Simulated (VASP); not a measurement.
GeN: single point with PBE

Crystal: GeN.

```
Ge N
1.0
     1.52253   -5.13093    0.00000
     1.52253    5.13093    0.00000
     0.00000    0.00000    2.99611
Ge N
2 2
Direct
  0.63721 0.36279 0.75000
  0.36279 0.63721 0.25000
  0.83610 0.16390 0.75000
  0.16390 0.83610 0.25000
```

| Item | Value |
| --- | --- |
| Program | VASP 6.6.1 |
| Task | single point |
| Functional | PBE |
| Potentials or basis | VASP PAW PBE potentials, release 64 (Ge_d, N) |
| Cutoff | 520 eV |
| k mesh | 16 × 16 × 16 |
| Occupations | gaussian, width 0.1 eV |
| Spin | no spin polarisation |

The pressure is 0.2 GPa. The largest force is 0.021 eV/Å and the band gap on the k mesh is zero (bands 19 and 20 overlap by 3.46 eV).

Forces on the atoms (eV/Å):
```
Ge   0.000  0.021  0.000
Ge   0.000 -0.021  0.000
N    0.000  0.002  0.000
N    0.000 -0.002  0.000
```

Stress tensor (GPa, compression positive):
```
0.22 0.00 0.00
0.00 0.06 0.00
0.00 0.00 0.24
```

Levels at points of the mesh, in eV from the Fermi level:
| k point | band 16 | band 17 | band 18 | band 19 | band 20 | band 21 | band 22 | band 23 |
| --- | --- | --- | --- | --- | --- | --- | --- | --- |
| (0.00, 0.00, 0.00) | -4.09 | -2.64 | -2.41 | -1.99 | 1.62 | 6.13 | 6.29 | 6.98 |
| (0.50, 0.00, 0.00) | -3.40 | -1.83 | -1.78 | -0.20 | 2.47 | 4.06 | 4.33 | 5.89 |
| (0.50, 0.50, 0.00) | -3.96 | -2.20 | -2.18 | -1.31 | 0.13 | 1.86 | 6.62 | 8.60 |
| (0.00, 0.00, 0.50) | -4.19 | -1.93 | -1.93 | 1.23 | 1.23 | 3.57 | 3.57 | 5.95 |
| (0.50, 0.00, 0.50) | -5.87 | -5.42 | -5.42 | -1.62 | -1.62 | 4.82 | 4.82 | 7.16 |
| (0.50, 0.50, 0.50) | -2.52 | -1.96 | -1.96 | -0.11 | -0.11 | 4.79 | 4.79 | 6.09 |

It took 28 min on 1 thread of Oxide Virtual Turin-like Processor, with other jobs on the host, peak memory 0.69 GiB.
